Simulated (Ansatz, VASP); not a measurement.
**One calculation of Sc3BP2, two programs**

```xyz
6
Lattice="3.5900 0.0000 0.0000 -1.7950 3.1090 0.0000 0.0000 0.0000 8.8000" Properties=species:S:1:pos:R:3 pbc="T T T"
Sc    1.7950    1.0363    7.3920
Sc    0.0000    2.0727    1.4080
Sc    0.0000    0.0000    4.4000
B     0.0000    0.0000    0.0000
P     0.0000    2.0727    5.8667
P     1.7950    1.0363    2.9333
```

Alike in both runs: task relaxation of cell and atoms; functional PBE; k mesh 5 × 5 × 2; occupations gaussian, width 0.2 eV; no spin polarisation.

```csv
,VASP,Ansatz
version,VASP 6.6.1,Ansatz 0.2.0
potentials or method,"VASP PAW PBE potentials, release 64 (Sc_sv, B, P), cutoff 600 eV","scalar-relativistic, plane waves, PAW"
valence electrons in the cell,46,46
```

|  | VASP | Ansatz | Ansatz less VASP |
| --- | --- | --- | --- |
| gap on the k mesh at the Fermi level, each at its own relaxed structure (eV) | none | none | - |
| relaxed volume (Å³/atom) | 17.53 | 17.49 | -0.039 |
| relaxed cell length with the largest relative difference (Å) | 9.097 | 9.079 | -0.0179 |

A gap of «none» marks a metal or a gap that the smearing closes.

The k mesh is coarse, so the values compare programs but aren't converged.
